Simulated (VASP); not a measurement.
Set up this calculation in VASP 6.6.1, as the native input.

```yaml
Task: single point
Functional: PBEsol
Potentials_or_basis: VASP PAW PBE potentials, release 64 (Ge_d)
Cutoff: 520 eV
k_mesh: 9 × 5 × 11
Occupations: gaussian, width 0.1 eV
Spin: no spin polarisation
Dipole_correction: no
Further_INCAR_settings: ALGO = Normal; EDIFF = 1e-06; NBANDS = 36; ISYM = 0
```

The structure of Ge lies in POSCAR:

```
Ge
1.0
    3.9969678639      0.0000000000      0.0000000000
   -1.9984839319      7.4494192430      0.0000000000
    1.9984839319      1.6084225747      3.0650923151
Ge
4
Direct
    0.6037548102      0.9370881435      0.7295785232
    0.7704214768      0.4370881435      0.8962451898
    0.2295785232      0.5629118565      0.1037548102
    0.3962451898      0.0629118565      0.2704214768
```

One way to write it, as run:

INCAR

```
PREC = Accurate
ENCUT = 520
EDIFF = 1E-6
ISMEAR = 0
SIGMA = 0.1
LREAL = F
LASPH = T
NELM = 100
ALGO = Normal
ISIF = 2
LWAVE = F
LCHARG = F
GGA = PS
NBANDS = 36
ISYM = 0
```

KPOINTS

```
regular mesh
0
Gamma
  9 5 11
```

Potentials or basis: VASP PAW PBE potentials, release 64 (Ge_d).

Run with:

```sh
$ cat potpaw_PBE.64/Ge_d/POTCAR > POTCAR
$ mpirun -np 1 vasp_std > vasp.out
```

It gave:

The pressure is -0.1 GPa, the largest force is 0.006 eV/Å and the band gap on the k mesh is 0.02 eV, indirect (least direct gap 0.12 eV).

Caveat: the PAW data sets were made with another functional, which shifts forces and pressure a little.

Wall time 4.9 min on 1 thread of Intel(R) Xeon(R) 6975P-C (Granite Rapids) (shared host), peak memory 0.63 GiB.
